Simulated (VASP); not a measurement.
**Y2LuN3: single point with PBE**

Crystal: Y2LuN3.

```
Y Lu N
1.0
     3.43521    0.00000    0.00000
    -1.71761    2.97498    0.00000
     0.00000    0.00000   16.83247
Y Lu N
4 2 6
Cartesian
  0.0000 1.9833 5.6307
  0.0000 1.9833 14.0469
  1.7176 0.9917 2.7855
  1.7176 0.9917 11.2018
  0.0000 0.0000 0.0000
  0.0000 0.0000 8.4162
  0.0000 1.9833 1.3612
  0.0000 1.9833 9.7774
  1.7176 0.9917 7.0550
  1.7176 0.9917 15.4713
  0.0000 0.0000 4.2081
  0.0000 0.0000 12.6244
```

```yaml
Program: VASP 6.6.1
Task: single point
Functional: PBE
Potentials_or_basis: VASP PAW PBE potentials, release 64 (Y_sv, Lu, N)
Cutoff: 520 eV
k_mesh: 6 × 6 × 2
Occupations: gaussian, width 0.2 eV
Spin: no spin polarisation
```

- Pressure: 0.2 GPa
- Largest force: 0.046 eV/Å
- Band gap on the k mesh: 0.10 eV

Forces on the atoms (eV/Å):
```
Y    0.000  0.000 -0.012
Y    0.000  0.000 -0.012
Y    0.000  0.000  0.012
Y    0.000  0.000  0.012
Lu   0.000  0.000  0.000
Lu   0.000  0.000  0.000
N    0.000  0.000  0.046
N    0.000  0.000  0.046
N    0.000  0.000 -0.046
N    0.000  0.000 -0.046
N    0.000  0.000  0.000
N    0.000  0.000  0.000
```

Stress tensor (GPa, compression positive):
```
0.25 0.00 0.00
0.00 0.25 0.00
0.00 0.00 0.09
```

Levels at points of the mesh, in eV from the valence-band top:
```csv
k point,band 59,band 60,band 61,band 62,band 63,band 64,band 65,band 66
"(0.00, 0.00, 0.00)",-0.72,0.00,0.00,0.00,3.09,3.13,3.13,3.22
"(0.50, 0.00, 0.00)",-1.04,-1.02,-0.49,-0.49,0.10,1.48,1.56,3.76
"(0.00, 0.00, 0.50)",-0.25,-0.25,-0.25,-0.25,3.15,3.15,3.31,3.31
"(0.50, 0.00, 0.50)",-0.97,-0.97,-0.64,-0.64,0.63,0.63,2.63,2.63
```

Run time: 3.4 min on 1 thread of Intel(R) Xeon(R) 6975P-C (Granite Rapids) (shared host), peak memory 0.39 GiB.

Caveat: semilocal functionals underestimate gaps, and a narrow one can read as zero; spin-orbit coupling is left out, which moves the levels of the heavy elements. A k mesh can miss the band edges.
